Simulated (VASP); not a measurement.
# Al (P6_3/mmc) in VASP: further runs

Runs on Al. Level: PBEsol. Tasks: single point.

All numbers are computed with VASP 6.6.1; they aren't measurements. Logs are shortened: lines on timing, memory, paths and dates and some standing lists are left out, and cuts for length are marked.

**1. The cell of the first run**

It takes space group P6_3/mmc (No. 194, hexagonal). Conventional cell: a = 2.850 Å, b = 2.850 Å, c = 4.637 Å, α = 90.00°, β = 90.00°, γ = 120.00°. Within 3.7 Å of Al (site symmetry -6m2) lie 12 Al at 2.84 to 2.85 Å.

**2. Single point, PBEsol**

INCAR

```
SYSTEM = Al
PREC = Accurate ; ENCUT = 520
EDIFF = 1E-7 ; ISMEAR = 0
SIGMA = 0.1 ; LREAL = .False.
LASPH = .True. ; NELM = 80
ALGO = Normal ; ISIF = 2
LWAVE = .False. ; LCHARG = .True.
GGA = PS ; LELF = .True.
LVHAR = .True. ; NBANDS = 10
```

KPOINTS

```
regular mesh
0
Gamma
  18 18 10
  0 0 0
```

POSCAR

```
Al
1.0
    2.8500701807      0.0000000000      0.0000000000
   -1.4250350903      2.4682331791      0.0000000000
    0.0000000000      0.0000000000      4.6373162797
Al
2
Direct
    0.6666666667      0.3333333333      0.7500000000
    0.3333333333      0.6666666667      0.2500000000
```

Potentials or basis: VASP PAW PBE potentials, release 64 (Al).

Command:

```console
cat potpaw_PBE.64/Al/POTCAR > POTCAR
mpirun -np 1 vasp_std > vasp.out
```

OUTCAR:

```text
SYSTEM = Al
   PREC = Accurate
   ENCUT = 520
   EDIFF = 1E-7
   ISMEAR = 0
   LREAL = .False.
   LASPH = .True.
   NELM = 80
   ISIF = 2
   GGA = PS

 ion  position               nearest neighbor table
   1  0.667  0.333  0.750-   2 2.84   2 2.84   2 2.84   2 2.84   2 2.84   2 2.84
   2  0.333  0.667  0.250-   1 2.84   1 2.84   1 2.84   1 2.84   1 2.84   1 2.84

  LATTYP: Found a hexagonal cell.
 ALAT       =     2.8500701807
 C/A-ratio  =     1.6270884525

  Lattice vectors:

 A1 = (   2.8500701807,   0.0000000000,   0.0000000000)
 A2 = (  -1.4250350903,   2.4682331791,   0.0000000000)
 A3 = (   0.0000000000,   0.0000000000,   4.6373162797)

Analysis of symmetry for initial positions (statically):
=====================================================================
 Subroutine PRICEL returns:
 Original cell was already a primitive cell.

 Routine SETGRP: Setting up the symmetry group for a
 hexagonal supercell.

 Subroutine GETGRP returns: Found 24 space group operations
 (whereof 12 operations were pure point group operations)
 out of a pool of 24 trial point group operations.

The static configuration has the point symmetry D_3d.
 The point group associated with its full space group is D_6h.

Analysis of symmetry for dynamics (positions and initial velocities):
=====================================================================
 Subroutine PRICEL returns:
 Original cell was already a primitive cell.

 Routine SETGRP: Setting up the symmetry group for a
 hexagonal supercell.

 Subroutine GETGRP returns: Found 24 space group operations
 (whereof 12 operations were pure point group operations)
 out of a pool of 24 trial point group operations.

The dynamic configuration has the point symmetry D_3d.
 The point group associated with its full space group is D_6h.

 Subroutine INISYM returns: Found 24 space group operations
 (whereof 12 operations are pure point group operations),
 and found     1 'primitive' translations

----------------------------------------------------------------------------------------

                                     Primitive cell

  volume of cell :      32.6218

  direct lattice vectors                    reciprocal lattice vectors
     2.850070181  0.000000000  0.000000000     0.350868553  0.202574053  0.000000000
    -1.425035090  2.468233179  0.000000000     0.000000000  0.405148107  0.000000000
     0.000000000  0.000000000  4.637316280     0.000000000  0.000000000  0.215641966

  length of vectors
     2.850070181  2.850070181  4.637316280     0.405148107  0.405148107  0.215641966

  position of ions in fractional coordinates (direct lattice)
     0.666666667  0.333333333  0.750000000
     0.333333333  0.666666667  0.250000000

  ion indices of the primitive-cell ions
   primitive index   ion index
                 1           1
                 2           2

----------------------------------------------------------------------------------------

 KPOINTS: regular mesh

Automatic generation of k-mesh.
 Grid dimensions read from file:
 generate k-points for:   18   18   10

 Generating k-lattice:

  Cartesian coordinates                     Fractional coordinates (reciprocal lattice)
     0.019492697  0.011254114  0.000000000     0.055555556 -0.000000000  0.000000000
     0.000000000  0.022508228  0.000000000     0.000000000  0.055555556  0.000000000
     0.000000000  0.000000000  0.021564197     0.000000000  0.000000000  0.100000000

  Length of vectors
     0.022508228  0.022508228  0.021564197

  Shift w.r.t. Gamma in fractional coordinates (k-lattice)
     0.000000000  0.000000000  0.000000000

 Subroutine IBZKPT returns following result:
 ===========================================

 Found    222 irreducible k-points:

 Following reciprocal coordinates:
            Coordinates               Weight
  0.000000  0.000000  0.000000      1.000000
  0.055556 -0.000000  0.000000      6.000000
  0.111111 -0.000000  0.000000      6.000000
  0.166667  0.000000  0.000000      6.000000
  0.222222  0.000000  0.000000      6.000000
  0.277778  0.000000  0.000000      6.000000
[... 16 lines left out ...]
  0.333333  0.111111  0.000000     12.000000
  0.388889  0.111111  0.000000     12.000000
 [... further k-points ...]
   k-points           NKPTS =    222   k-points in BZ     NKDIM =    222   number of bands    NBANDS=     10
   number of dos      NEDOS =    301   number of ions     NIONS =      2
   total plane-waves  NPLWV =  20736
   dimension x,y,z NGX =    24 NGY =   24 NGZ =   36
   dimension x,y,z NGXF=    48 NGYF=   48 NGZF=   72
   ions per type =               2
   NGX,Y,Z   is equivalent  to a cutoff of  14.00, 14.00, 12.91 a.u.
   NGXF,Y,Z  is equivalent  to a cutoff of  28.00, 28.00, 25.81 a.u.
 SYSTEM =  Al
   PREC   = accura    normal or accurate (medium, high low for compatibility)
   ISTART =      0    job   : 0-new  1-cont  2-samecut
   ICHARG =      2    charge: 1-file 2-atom 10-const
   ISPIN  =      1    spin polarized calculation?
   LNONCOLLINEAR =      F non collinear calculations
   LSORBIT =      F    spin-orbit coupling
   LASPH  =      T    aspherical Exc in radial PAW
   ENCUT  =  520.0 eV  38.22 Ry    6.18 a.u.   5.30  5.30  8.62*2*pi/ulx,y,z
   NELM   =     80;   NELMIN=  2; NELMDL= -5     # of ELM steps
   EDIFF  = 0.1E-06   stopping-criterion for ELM
   LREAL  =      F    real-space projection
   EDIFFG = 0.1E-05   stopping-criterion for IOM
   NSW    =      0    number of steps for IOM
   IBRION =     -1    ionic relax: 0-MD 1-quasi-New 2-CG
   NFREE  =      0    steps in history (QN), initial steepest desc. (CG)
   ISIF   =      2    stress and relaxation
   ISYM   =      2    0-nonsym 1-usesym 2-fastsym
   POTIM  = 0.5000    time-step for ionic-motion
   TEBEG  =    0.0;   TEEND  =   0.0 temperature during run
   PSTRESS=    0.0 pullay stress
   NELECT =       6.0000    total number of electrons
   NUPDOWN=      -1.0000    fix difference up-down
   EMIN   =  10.00;   EMAX   =-10.00  energy-range for DOS
   EFERMI =   0.00;   METHOD = LEGACY
   ISMEAR =     0;   SIGMA  =   0.10  broadening in eV -4-tet -1-fermi 0-gaus
   EFERMI_NEDOS =   21; number of points for ismear=-14 and -15
   IALGO  =     38    algorithm
   IMIX   =      4    mixing-type and parameters
     AMIX     =   0.40;   BMIX     =  1.00
     AMIX_MAG =   1.60;   BMIX_MAG =  1.00
  volume/ion in A,a.u.               =      16.31       110.07
  Fermi-wavevector in a.u.,A,eV,Ry     =   0.931013  1.759360 11.793330  0.866785
  Thomas-Fermi vector in A             =   2.057462
   LORBIT       =      0    0 simple, 1 ext, 2 COOP (PROOUT), +10 PAW based schemes
   GGA     = PS    functional components
   LHFCALC =     F    Hartree Fock is set to
   AEXX    =    0.0000 exact exchange contribution
   IVDW    =     0    specifies the selected vdW correction
   LEPSILON=     F    determine dielectric tensor
   LRPA    =     F    only Hartree local field effects (RPA)
 non-spin polarized calculation
 Gauss-broadening in eV      SIGMA  =   0.10
  energy-cutoff  :      520.00
  volume of cell :       32.62
 maximum number of plane-waves:       892
 NGX is ok and might be reduce to    24
   NGX = 11   NGY = 11   NGZ = 17

 number of electron       6.0000000 magnetization

 Free energy of the ion-electron system (eV)
  ---------------------------------------------------
  ext. energy  EPLUGINS =         0.00000000
  ---------------------------------------------------
  free energy    TOTEN  =        -8.11624092 eV

  energy without entropy =       -8.11087666  energy(sigma->0) =       -8.11355879

 E-fermi :   8.0768     XC(G=0): -10.3002

 val. band max:        8.0753420559   @ k =   0.2778   0.2222   0.5000
 cond. band min:       8.0901307612   @ k =   0.3333   0.3333   0.3000
 fundamental gap:      0.0147887053
 Fermi energy:         8.0768154951

 k-point     1 :       0.0000    0.0000    0.0000
  band No.  band energies     occupation
      1      -3.1418      2.00000
      2       3.4532      2.00000
      3       3.7187      2.00000
      4      18.6583      0.00000
      5      18.6583      0.00000
      6      19.0479      0.00000
      7      19.0479      0.00000
      8      20.2535      0.00000
      9      22.1311      0.00000
     10      22.6168      0.00000

 k-point     2 :       0.0556   -0.0000    0.0000
  band No.  band energies     occupation
      1      -3.0669      2.00000
      2       3.5226      2.00000
      3       3.7918      2.00000
      4      17.1038      0.00000
      5      17.7438      0.00000
      6      18.9326      0.00000
      7      20.0902      0.00000
      8      20.9287      0.00000
      9      22.4103      0.00000
     10      22.6766      0.00000

 k-point     3 :       0.1111   -0.0000    0.0000
  band No.  band energies     occupation
      1      -2.8423      2.00000
      2       3.7308      2.00000
      3       4.0104      2.00000
      4      15.0385      0.00000
      5      16.7887      0.00000
      6      18.1590      0.00000
      7      20.7853      0.00000
      8      20.9253      0.00000
      9      21.4097      0.00000
     10      22.0481      0.00000

 k-point     4 :       0.1667    0.0000    0.0000
  band No.  band energies     occupation
      1      -2.4689      2.00000
      2       4.0778      2.00000
      3       4.3717      2.00000
      4      12.9873      0.00000
      5      15.9583      0.00000
      6      17.2488      0.00000
      7      18.9920      0.00000
      8      19.3313      0.00000
      9      21.5842      0.00000
     10      22.0272      0.00000

 k-point     5 :       0.2222    0.0000    0.0000
  band No.  band energies     occupation
      1      -1.9478      2.00000
      2       4.5635      2.00000
      3       4.8691      2.00000
      4      11.0263      0.00000
      5      15.2560      0.00000
      6      16.2273      0.00000
      7      17.0704      0.00000
      8      17.9318      0.00000
      9      20.9794      0.00000
     10      21.2869      0.00000

 k-point     6 :       0.2778    0.0000    0.0000
  band No.  band energies     occupation
      1      -1.2808      2.00000
      2       5.1876      2.00000
      3       5.4840      2.00000
      4       9.1945      0.00000
      5      14.6822      0.00000
      6      14.9946      0.00000
      7      15.2379      0.00000
      8      16.8853      0.00000
      9      20.4762      0.00000
     10      20.6646      0.00000
[... 183 lines left out ...]
 k-point    21 :       0.2222    0.1111    0.0000
  band No.  band energies     occupation
      1      -1.0591      2.00000
      2       5.3955      2.00000
      3       5.6888      2.00000
      4       9.3962      0.00000
      5      11.7955      0.00000
      6      15.3754      0.00000
      7      15.8356      0.00000
      8      18.1760      0.00000
      9      18.2387      0.00000
     10      19.3890      0.00000

 k-point    22 :       0.2778    0.1111    0.0000
  band No.  band energies     occupation
      1      -0.2498      2.00000
      2       6.1565      2.00000
      3       6.2900      2.00000
      4       7.8251      1.99963
      5      11.2832      0.00000
      6      13.6978      0.00000
      7      14.2960      0.00000
      8      17.6395      0.00000
      9      17.8178      0.00000
     10      18.9629      0.00000

 k-point    23 :       0.3333    0.1111    0.0000
  band No.  band energies     occupation
      1       0.7001      2.00000
      2       5.7285      2.00000
      3       7.0508      2.00000
      4       7.6595      2.00000
      5      10.8531      0.00000
      6      12.1318      0.00000
      7      12.9119      0.00000
      8      17.2666      0.00000
      9      17.5143      0.00000
     10      18.6484      0.00000

 k-point    24 :       0.3889    0.1111    0.0000
  band No.  band energies     occupation
      1       1.7860      2.00000
      2       4.3469      2.00000
      3       8.0605      1.18195
      4       8.5383      0.00000
      5      10.3598      0.00000
      6      10.7145      0.00000
      7      11.8638      0.00000
      8      17.0454      0.00000
      9      17.3310      0.00000
     10      18.4566      0.00000

 [... further k-points ...]

------------------------ aborting loop because EDIFF is reached ----------------------------------------

  FORCE on cell =-STRESS in cart. coord.  units (eV):
  Direction    XX          YY          ZZ          XY          YZ          ZX
  --------------------------------------------------------------------------------------
  -------------------------------------------------------------------------------------
  Total        0.0151124      0.0151124      0.0122096      0.0000000      0.0000000      0.0000000
  in kB        0.7422232      0.7422232      0.5996578      0.0000000      0.0000000      0.0000000
  external PRESSURE =       0.6947014 kB  Pullay stress =       0.0000000 kB

 VOLUME and BASIS-vectors are now :
 -----------------------------------------------------------------------------
  energy-cutoff  :      520.00
  volume of cell :       32.62
      direct lattice vectors                 reciprocal lattice vectors
     2.850070181  0.000000000  0.000000000     0.350868553  0.202574053  0.000000000
    -1.425035090  2.468233179  0.000000000     0.000000000  0.405148107  0.000000000
     0.000000000  0.000000000  4.637316280     0.000000000  0.000000000  0.215641966

 POSITION                                       TOTAL-FORCE (eV/Angst)
 -----------------------------------------------------------------------------------
      1.42504      0.82274      3.47799         0.000000      0.000000      0.000000
     -0.00000      1.64549      1.15933        -0.000000      0.000000      0.000000
 -----------------------------------------------------------------------------------
    total drift:                                0.000000     -0.000000     -0.000000

  FREE ENERGIE OF THE ION-ELECTRON SYSTEM (eV)
  ---------------------------------------------------
  free  energy   TOTEN  =        -8.1162409222 eV

  energy  without entropy=       -8.1108766575  energy(sigma->0) =       -8.11355879
```

It used 100 s of CPU time on 1 thread of AMD EPYC 7R13 Processor (Zen 3), with other jobs on the host.

Results:

- Free energy: -8.1162 eV
- Pressure: 0.1 GPa
- Band gap on the k mesh: zero (band 3 reaches 12.26 eV, above the bottom of band 4 at 4.83 eV)

Caveat: the PAW data sets were made with another functional, which shifts forces and pressure a little.

**3. Single point, PBEsol**

INCAR

```
PREC     = Accurate       # precision mode
ENCUT    = 520            # plane-wave cutoff, eV
EDIFF    = 1E-7           # SCF threshold, eV
ISMEAR   = 0              # smearing method
SIGMA    = 0.15           # smearing width, eV
LREAL    = False          # projectors in reciprocal space
LASPH    = True           # aspherical terms in the spheres
NELM     = 60             # most SCF steps
ALGO     = Fast           # electronic algorithm
ISIF     = 2              # what is computed and relaxed
LWAVE    = False          # write WAVECAR
LCHARG   = False          # write CHGCAR
GGA      = PS             # functional
NBANDS   = 10             # bands
```

KPOINTS

```
regular mesh
0
Gamma
  24 24 14
```

POSCAR is that of step 2.

Potentials or basis: VASP PAW PBE potentials, release 64 (Al).

Command:

```console
cat potpaw_PBE.64/Al/POTCAR > POTCAR
mpirun -np 1 vasp_std > vasp.out
```

It used 240 s of CPU time on 1 thread of AMD EPYC 7R13 Processor (Zen 3), with other jobs on the host.

Results (log left out):

| Property | Result |
| --- | --- |
| Free energy | -8.1218 eV |
| Pressure | 0.1 GPa |
| Band gap on the k mesh | zero (band 3 reaches 12.37 eV, above the bottom of band 4 at 4.83 eV) |

Stress tensor (GPa, compression positive):
```
-0.33  0.00  0.00
 0.00 -0.33  0.00
 0.00  0.00  0.93
```

Levels at points of the mesh, in eV from the Fermi level:
| k point | band 1 | band 2 | band 3 | band 4 | band 5 | band 6 | band 7 | band 8 |
| --- | --- | --- | --- | --- | --- | --- | --- | --- |
| (0.00, 0.00, 0.00) | -11.22 | -4.62 | -4.35 | 10.58 | 10.58 | 10.97 | 10.97 | 12.18 |
| (0.50, 0.00, 0.00) | -5.37 | -5.19 | 0.60 | 1.19 | 1.48 | 1.81 | 5.59 | 7.34 |
| (0.00, 0.00, 0.50) | -9.51 | -9.51 | 3.53 | 3.53 | 11.82 | 11.82 | 11.82 | 11.82 |
| (0.50, 0.00, 0.50) | -3.97 | -3.97 | -3.24 | -3.24 | 7.06 | 7.06 | 7.60 | 7.60 |

Caveat: the PAW data sets were made with another functional, which shifts forces and pressure a little.
